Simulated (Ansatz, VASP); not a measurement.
## One calculation of Si3N4, two programs

```
CELL_PARAMETERS angstrom
7.62720 0.00000 0.00000
-3.81360 6.60535 0.00000
0.00000 0.00000 2.91820
ATOMIC_POSITIONS crystal
Si 0.17428 0.76819 0.25000
Si 0.40609 0.17428 0.75000
Si 0.23181 0.40609 0.25000
Si 0.82572 0.23181 0.75000
Si 0.59391 0.82572 0.25000
Si 0.76819 0.59391 0.75000
N 0.33333 0.66667 0.25000
N 0.66667 0.33333 0.75000
N 0.32974 0.03020 0.25000
N 0.29955 0.32974 0.75000
N 0.96980 0.29955 0.25000
N 0.67026 0.96980 0.75000
N 0.70045 0.67026 0.25000
N 0.03020 0.70045 0.75000
```

Alike in both runs: functional PBE; k mesh 4 × 4 × 9; occupations fermi-dirac, width 0.02 eV; no spin polarisation.

Ansatz relaxed the structure, and its values are those at the end. VASP's run is a single point on that final structure, the one shown.

|  | VASP | Ansatz |
| --- | --- | --- |
| version | VASP 6.6.1 | Ansatz 0.2.0 |
| potentials or method | VASP PAW PBE potentials, release 64 (Si, N) | plane-wave PAW, scalar-relativistic |
| plane-wave cutoff (eV) | 520 | 420 |
| valence electrons in the cell | 64 | 64 |

|  | VASP | Ansatz | Ansatz less VASP |
| --- | --- | --- | --- |
| gap on the k mesh at the Fermi level (eV) | 4.29 | 4.30 | +0.011 |
| pressure (GPa) | 2.6 | 2.9 | +0.29 |
| rms of the force components (eV/Å) | 0.007 | 0.008 | +0.0011 |

The functional is the same, so the differences come from potentials, cutoffs and numerics. Ansatz's warnings: stress scf threshold loose.
